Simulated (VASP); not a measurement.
# K2Sm (Fd-3m) in VASP: single point with PBE

Aim: the single point of K2Sm with PBE.

All numbers are computed with VASP 6.6.1; they aren't measurements. Logs are shortened: lines on timing, memory, paths and dates and some standing lists are left out, and cuts for length are marked.

### Step 1. The cell of the first run

The structure is cubic, space group Fd-3m (No. 227). Conventional cell: a = 10.541 Å, b = 10.541 Å, c = 10.541 Å, α = 90.00°, β = 90.00°, γ = 90.00°. K (site symmetry -3m) has 6 K at 3.73 Å and 6 Sm at 4.37 Å within 4.9 Å. Within 5.7 Å of Sm (site symmetry -43m) lie 12 K at 4.37 Å and 4 Sm at 4.56 Å.

### Step 2. Single point, PBE

Input file POSCAR:

```
K2Sm
1.0
    0.0000000000      5.2703871592      5.2703871592
    5.2703871592      0.0000000000      5.2703871592
    5.2703871592      5.2703871592      0.0000000000
K Sm
4 2
Direct
    0.6250000000      0.6250000000      0.6250000000
    0.1250000000      0.6250000000      0.6250000000
    0.6250000000      0.6250000000      0.1250000000
    0.6250000000      0.1250000000      0.6250000000
    0.0000000000      0.0000000000      0.0000000000
    0.2500000000      0.2500000000      0.2500000000
```

Input file INCAR.step1:

```
SYSTEM = K2Sm
ALGO = Normal
EDIFF = 1E-6
ENCUT = 400
GGA = PE
GGA_COMPAT = .FALSE.
ISIF = 2
ISMEAR = 0
LASPH = .TRUE.
LCHARG = .TRUE.
LMAXMIX = 6
LORBIT = 11
LREAL = .FALSE.
LWAVE = .FALSE.
NBANDS = 38
NEDOS = 2001
NELM = 200
PREC = Accurate
SIGMA = 0.1
```

Input file KPOINTS.step1:

```
k-points
0
G
  6 6 6
  0 0 0
```

Input file INCAR.step2:

```
SYSTEM = K2Sm
ALGO = Normal
EDIFF = 1E-6
ENCUT = 400
GGA = PE
GGA_COMPAT = .FALSE.
ICHARG = 11
ISIF = 2
ISMEAR = -5
LASPH = .TRUE.
LCHARG = .FALSE.
LMAXMIX = 6
LORBIT = 11
LREAL = .FALSE.
LWAVE = .FALSE.
NBANDS = 38
NEDOS = 2001
NELM = 200
PREC = Accurate
SIGMA = 0.1
```

Input file KPOINTS.step2:

```
k-points
0
G
  9 9 9
  0 0 0
```

Potentials or basis: VASP PAW PBE potentials, release 64 (K_sv, Sm_3), 4f in core.

Run with:

```console
$ cat potpaw_PBE.64/K_sv/POTCAR potpaw_PBE.64/Sm_3/POTCAR > POTCAR
$ cp INCAR.step1 INCAR
$ cp KPOINTS.step1 KPOINTS
$ mpirun -np 1 vasp_std > vasp.out
$ cp INCAR.step2 INCAR
$ cp KPOINTS.step2 KPOINTS
$ mpirun -np 1 vasp_std > vasp.out
```

OUTCAR:

```text
SYSTEM = K2Sm
   EDIFF = 1E-6
   ENCUT = 400
   GGA = PE
   ICHARG = 11
   ISIF = 2
   ISMEAR = -5
   LASPH = .TRUE.
   LORBIT = 11
   LREAL = .FALSE.
   NELM = 200
   PREC = Accurate

 ion  position               nearest neighbor table
   1  0.625  0.625  0.625-   2 3.73   3 3.73   4 3.73   3 3.73   4 3.73   2 3.73
   2  0.125  0.625  0.625-   1 3.73   3 3.73   4 3.73   1 3.73   3 3.73   4 3.73
   3  0.625  0.625  0.125-   1 3.73   1 3.73   2 3.73   4 3.73   4 3.73   2 3.73
   4  0.625  0.125  0.625-   1 3.73   3 3.73   1 3.73   2 3.73   3 3.73   2 3.73
   5  0.000  0.000  0.000-
   6  0.250  0.250  0.250-

  LATTYP: Found a face centered cubic cell.
 ALAT       =    10.5407743184

  Lattice vectors:

 A1 = (   0.0000000000,   5.2703871592,   5.2703871592)
 A2 = (   5.2703871592,   0.0000000000,   5.2703871592)
 A3 = (   5.2703871592,   5.2703871592,   0.0000000000)

Analysis of symmetry for initial positions (statically):
=====================================================================
 Subroutine PRICEL returns:
 Original cell was already a primitive cell.

 Routine SETGRP: Setting up the symmetry group for a
 face centered cubic supercell.

 Subroutine GETGRP returns: Found 48 space group operations
 (whereof 24 operations were pure point group operations)
 out of a pool of 48 trial point group operations.

The static configuration has the point symmetry T_d .
 The point group associated with its full space group is O_h .

Analysis of symmetry for dynamics (positions and initial velocities):
=====================================================================
 Subroutine PRICEL returns:
 Original cell was already a primitive cell.

 Routine SETGRP: Setting up the symmetry group for a
 face centered cubic supercell.

 Subroutine GETGRP returns: Found 48 space group operations
 (whereof 24 operations were pure point group operations)
 out of a pool of 48 trial point group operations.

The dynamic configuration has the point symmetry T_d .
 The point group associated with its full space group is O_h .

 Subroutine INISYM returns: Found 48 space group operations
 (whereof 24 operations are pure point group operations),
 and found     1 'primitive' translations

----------------------------------------------------------------------------------------

                                     Primitive cell

  volume of cell :     292.7909

  direct lattice vectors                    reciprocal lattice vectors
     0.000000000  5.270387159  5.270387159    -0.094869691  0.094869691  0.094869691
     5.270387159  0.000000000  5.270387159     0.094869691 -0.094869691  0.094869691
     5.270387159  5.270387159  0.000000000     0.094869691  0.094869691 -0.094869691

  length of vectors
     7.453452999  7.453452999  7.453452999     0.164319125  0.164319125  0.164319125

  position of ions in fractional coordinates (direct lattice)
     0.625000000  0.625000000  0.625000000
     0.125000000  0.625000000  0.625000000
     0.625000000  0.625000000  0.125000000
     0.625000000  0.125000000  0.625000000
     0.000000000  0.000000000  0.000000000
     0.250000000  0.250000000  0.250000000

  ion indices of the primitive-cell ions
   primitive index   ion index
                 1           1
                 2           2
                 3           3
                 4           4
                 5           5
                 6           6

----------------------------------------------------------------------------------------

 KPOINTS: k-points

Automatic generation of k-mesh.
 Grid dimensions read from file:
 generate k-points for:    9    9    9

 Generating k-lattice:

  Cartesian coordinates                     Fractional coordinates (reciprocal lattice)
    -0.010541077  0.010541077  0.010541077     0.111111111  0.000000000  0.000000000
     0.010541077 -0.010541077  0.010541077     0.000000000  0.111111111  0.000000000
     0.010541077  0.010541077 -0.010541077     0.000000000  0.000000000  0.111111111

  Length of vectors
     0.018257681  0.018257681  0.018257681

  Shift w.r.t. Gamma in fractional coordinates (k-lattice)
     0.000000000  0.000000000  0.000000000

 TETIRR: Found    115 inequivalent tetrahedra from     4374

 Subroutine IBZKPT returns following result:
 ===========================================

 Found     35 irreducible k-points:

 Following reciprocal coordinates:
            Coordinates               Weight
  0.000000  0.000000  0.000000      1.000000
  0.111111  0.000000  0.000000      8.000000
  0.222222  0.000000  0.000000      8.000000
  0.333333  0.000000  0.000000      8.000000
  0.444444  0.000000  0.000000      8.000000
  0.111111  0.111111  0.000000      6.000000
[... 16 lines left out ...]
 -0.333333  0.333333  0.000000     12.000000
  0.444444  0.444444  0.000000      6.000000
 [... further k-points ...]
   k-points           NKPTS =     35   k-points in BZ     NKDIM =     35   number of bands    NBANDS=     38
   number of dos      NEDOS =   2001   number of ions     NIONS =      6
   total plane-waves  NPLWV = 125000
   dimension x,y,z NGX =    50 NGY =   50 NGZ =   50
   dimension x,y,z NGXF=   100 NGYF=  100 NGZF=  100
   ions per type =               4   2
   NGX,Y,Z   is equivalent  to a cutoff of  11.15, 11.15, 11.15 a.u.
   NGXF,Y,Z  is equivalent  to a cutoff of  22.30, 22.30, 22.30 a.u.
 SYSTEM =  K2Sm
   PREC   = accura    normal or accurate (medium, high low for compatibility)
   ISTART =      0    job   : 0-new  1-cont  2-samecut
   ICHARG =     11    charge: 1-file 2-atom 10-const
   ISPIN  =      1    spin polarized calculation?
   LNONCOLLINEAR =      F non collinear calculations
   LSORBIT =      F    spin-orbit coupling
   LASPH  =      T    aspherical Exc in radial PAW
   ENCUT  =  400.0 eV  29.40 Ry    5.42 a.u.  12.15 12.15 12.15*2*pi/ulx,y,z
   NELM   =    200;   NELMIN=  2; NELMDL=  0     # of ELM steps
   EDIFF  = 0.1E-05   stopping-criterion for ELM
   LREAL  =      F    real-space projection
   EDIFFG = 0.1E-04   stopping-criterion for IOM
   NSW    =      0    number of steps for IOM
   IBRION =     -1    ionic relax: 0-MD 1-quasi-New 2-CG
   NFREE  =      0    steps in history (QN), initial steepest desc. (CG)
   ISIF   =      2    stress and relaxation
   ISYM   =      2    0-nonsym 1-usesym 2-fastsym
   POTIM  = 0.5000    time-step for ionic-motion
   TEBEG  =    0.0;   TEEND  =   0.0 temperature during run
   PSTRESS=    0.0 pullay stress
   NELECT =      58.0000    total number of electrons
   NUPDOWN=      -1.0000    fix difference up-down
   EMIN   =  10.00;   EMAX   =-10.00  energy-range for DOS
   EFERMI =   0.00;   METHOD = LEGACY
   ISMEAR =    -5;   SIGMA  =   0.10  broadening in eV -4-tet -1-fermi 0-gaus
   EFERMI_NEDOS =   21; number of points for ismear=-14 and -15
   IALGO  =     38    algorithm
   IMIX   =      4    mixing-type and parameters
     AMIX     =   0.40;   BMIX     =  1.00
     AMIX_MAG =   1.60;   BMIX_MAG =  1.00
  volume/ion in A,a.u.               =      48.80       329.31
  Fermi-wavevector in a.u.,A,eV,Ry     =   0.954329  1.803421 12.391433  0.910745
  Thomas-Fermi vector in A             =   2.083066
   LORBIT       =     11    0 simple, 1 ext, 2 COOP (PROOUT), +10 PAW based schemes
   GGA     = PE    functional components
   LHFCALC =     F    Hartree Fock is set to
   AEXX    =    0.0000 exact exchange contribution
   IVDW    =     0    specifies the selected vdW correction
   LEPSILON=     F    determine dielectric tensor
   LRPA    =     F    only Hartree local field effects (RPA)
 non-spin polarized calculation
 Fermi weights with tetrahedron method with Bloechl corrections
  energy-cutoff  :      400.00
  volume of cell :      292.79
 maximum number of plane-waves:      5365
 NGX is ok and might be reduce to    50

 number of electron      57.9999994 magnetization

 Free energy of the ion-electron system (eV)
  ---------------------------------------------------
  ext. energy  EPLUGINS =         0.00000000
  ---------------------------------------------------
  free energy    TOTEN  =        -9.59803401 eV

  energy without entropy =       -9.59803401  energy(sigma->0) =       -9.59803401

 E-fermi :   1.1019     XC(G=0):  -7.3313

 val. band max:        1.1177184664   @ k =   0.1111   0.1111   0.0000
 cond. band min:       1.1106014602   @ k =  -0.1111   0.1111   0.0000
 fundamental gap:     -0.0071170062
 Fermi energy:         1.1018680590

 k-point     1 :       0.0000    0.0000    0.0000
  band No.  band energies     occupation
      1     -41.6325      2.00000
      2     -41.6304      2.00000
      3     -30.6040      2.00000
      4     -30.5522      2.00000
      5     -30.5522      2.00000
      6     -30.5522      2.00000
[... 30 lines left out ...]
     37       2.4548      0.00000
     38       2.4902      0.00000

 k-point     2 :       0.1111    0.0000    0.0000
  band No.  band energies     occupation
      1     -41.6325      2.00000
      2     -41.6304      2.00000
      3     -30.6029      2.00000
      4     -30.5534      2.00000
      5     -30.5522      2.00000
      6     -30.5522      2.00000
[... 30 lines left out ...]
     37       2.4440      0.00000
     38       2.5549      0.00000
[... 859 lines left out ...]
     37       2.3650      0.00000
     38       2.4224      0.00000

 k-point    24 :       0.4444    0.4444    0.0000
  band No.  band energies     occupation
      1     -41.6317      2.00000
      2     -41.6313      2.00000
      3     -30.5827      2.00000
      4     -30.5737      2.00000
      5     -30.5522      2.00000
      6     -30.5522      2.00000
[... 30 lines left out ...]
     37       2.3441      0.00000
     38       2.3860      0.00000

 [... further k-points ...]

------------------------ aborting loop because EDIFF is reached ----------------------------------------

  FORCE on cell =-STRESS in cart. coord.  units (eV):
  Direction    XX          YY          ZZ          XY          YZ          ZX
  --------------------------------------------------------------------------------------
  -------------------------------------------------------------------------------------
  Total       -0.0978239     -0.0978239     -0.0978239      0.0000000     -0.0000000     -0.0000000
  in kB       -0.5353009     -0.5353009     -0.5353009      0.0000000     -0.0000000     -0.0000000
  external PRESSURE =      -0.5353009 kB  Pullay stress =       0.0000000 kB

 VOLUME and BASIS-vectors are now :
 -----------------------------------------------------------------------------
  energy-cutoff  :      400.00
  volume of cell :      292.79
      direct lattice vectors                 reciprocal lattice vectors
     0.000000000  5.270387159  5.270387159    -0.094869691  0.094869691  0.094869691
     5.270387159  0.000000000  5.270387159     0.094869691 -0.094869691  0.094869691
     5.270387159  5.270387159  0.000000000     0.094869691  0.094869691 -0.094869691

 POSITION                                       TOTAL-FORCE (eV/Angst)
 -----------------------------------------------------------------------------------
      6.58798      6.58798      6.58798         0.000000     -0.000000     -0.000000
      6.58798      3.95279      3.95279         0.000000     -0.000000     -0.000000
      3.95279      3.95279      6.58798         0.000000     -0.000000     -0.000000
      3.95279      6.58798      3.95279         0.000000     -0.000000     -0.000000
      0.00000      0.00000      0.00000        -0.000000     -0.000000     -0.000000
      2.63519      2.63519      2.63519         0.000000      0.000000      0.000000
 -----------------------------------------------------------------------------------
    total drift:                                0.000000     -0.000000      0.000000

  FREE ENERGIE OF THE ION-ELECTRON SYSTEM (eV)
  ---------------------------------------------------
  free  energy   TOTEN  =        -9.5980340149 eV

  energy  without entropy=       -9.5980340149  energy(sigma->0) =       -9.59803401

 total charge

# of ion       s       p       d       tot
------------------------------------------
    1        1.996   5.549   0.022   7.567
    2        1.996   5.549   0.022   7.567
    3        1.996   5.549   0.022   7.567
    4        1.996   5.549   0.022   7.567
    5        2.205   5.860   0.696   8.761
    6        2.205   5.860   0.696   8.761
--------------------------------------------------
tot         12.392  33.916   1.481  47.789
```

It took 3.4 min on 1 thread of AMD EPYC 9R45 (Zen 5), shared host; peak memory 0.42 GiB.

What came out:

```yaml
Valence_electrons_inside_the_program's_atomic_spheres: K 7.57; Sm 8.76
```

Levels at points of the mesh, in eV from the Fermi level:
```
           k point  band 27  band 28  band 29  band 30  band 31  band 32
(0.00, 0.00, 0.00)    -0.21    -0.21     0.03     0.03     0.32     0.32
```

Caveat: spin-orbit coupling is left out, which moves the levels of the heavy elements; the 4f electrons are frozen in the core, so they carry no moment and show no levels. Spin polarisation is off, so any magnetic state and its effect on volume and gap are missing.
